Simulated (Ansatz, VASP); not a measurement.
# H: VASP beside Ansatz

```
H
1.0
     8.00000    0.00000    0.00000
     0.00000    8.00000    0.00000
     0.00000    0.00000    8.00000
H
2
Direct
  0.50000 0.50000 0.45937
  0.50000 0.50000 0.54063
```

Alike in both runs: task single point; functional PBEsol; k mesh 1 × 1 × 1; no spin polarisation.

|  | VASP | Ansatz |
| --- | --- | --- |
| version | VASP 6.6.1 | Ansatz 0.2.0 |
| potentials or method | VASP PAW PBE potentials, release 64 (H), cutoff 400 eV | scalar-relativistic, plane waves, PAW |
| occupations | gaussian, width 0.01 eV | fixed |
| valence electrons in the cell | 2 | 2 |

|  | VASP | Ansatz | Ansatz less VASP |
| --- | --- | --- | --- |
| gap on the k mesh at the Fermi level (eV) | 10.40 | 10.39 | -0.007 |
| rms of the force components (eV/Å) | 3.024 | 2.993 | -0.0315 |

VASP's potentials were made for PBE, not for PBEsol. Atom by atom the forces differ by 0.032 eV/Å (rms over components).
